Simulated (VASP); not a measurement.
The system is SnO.

```
Sn O
1.0
     3.75466    0.00000    0.00000
     0.00000    3.75466    0.00000
     0.00000    0.00000    4.71080
Sn O
2 2
Direct
  0.00000 0.50000 0.24567
  0.50000 0.00000 0.75433
  0.50000 0.50000 0.00000
  0.00000 0.00000 0.00000
```

This cell differs from its parent crystal: strain -1.0%.

Base run:

| Property | Result |
| --- | --- |
| Program | VASP 6.6.1 |
| Functional | PBE |
| Potentials or basis | VASP PAW PBE potentials, release 64 (Sn_d, O) |
| Cutoff | 600 eV |
| k mesh | 6 × 6 × 6 |
| Occupations | fermi-dirac, width 0.02 eV |
| Spin | no spin polarisation |

Its results: band gap on the k mesh zero (band 20 reaches 8.00 eV, above the bottom of band 21 at 7.66 eV); pressure 7.5 GPa; largest force 0.580 eV/Å.

**Question.** The run is repeated on the same cell with these changes: functional from PBE to HSE06; cutoff from 600 eV to 520 eV; k mesh from 6 × 6 × 6 to 4 × 4 × 4. What comes out?

**Answer.** Band gap on the k mesh zero (band 20 reaches 7.91 eV, above the bottom of band 21 at 7.75 eV); pressure 2.6 GPa; largest force 0.039 eV/Å.

Several settings changed at once, so the effect can't be laid on one alone.

Caveats: some runs use coarse meshes; spin-orbit coupling is left out, which moves the levels of the heavy elements; the PAW data sets were made with another functional, which shifts forces and pressure a little (some runs).
